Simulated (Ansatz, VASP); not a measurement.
## Two plane-wave programs on Si2C

```
Si C
1.0
     4.39975    0.00000    0.00000
    -2.19987    3.81029    0.00000
     0.00000    0.00000    5.16118
Si C
6 3
Direct
  0.16223 0.24672 0.31595
  0.75328 0.91551 0.64928
  0.08449 0.83777 0.98261
  0.75328 0.83777 0.35072
  0.08449 0.24672 0.01739
  0.16223 0.91551 0.68405
  0.61105 0.38895 0.33333
  0.61105 0.22211 0.66667
  0.77789 0.38895 0.00000
```

Alike in both runs: task relaxation of cell and atoms; functional PBE; k mesh 6 × 6 × 4; occupations gaussian, width 0.1 eV; no spin polarisation.

|  | VASP | Ansatz |
| --- | --- | --- |
| version | VASP 6.6.1 | Ansatz 0.2.0 |
| potentials or method | VASP PAW PBE potentials, release 64 (Si, C), cutoff 600 eV | scalar-relativistic, plane waves, PAW |
| valence electrons in the cell | 36 | 36 |

```tsv
	VASP	Ansatz	Ansatz less VASP
gap on the k mesh at the Fermi level, each at its own relaxed structure (eV)	none	none	-
relaxed volume (Å³/atom)	13.67	14.26	+0.595
relaxed cell length with the largest relative difference (Å)	4.660	6.214	+1.5534
```

A gap of «none» marks a metal or a gap that the smearing closes. One of these differences is far larger than is usual between the two programs; its cause wasn't traced.

Noted on VASP's run: the volume moved by over 15 % at a fixed basis, so the end points are rough.
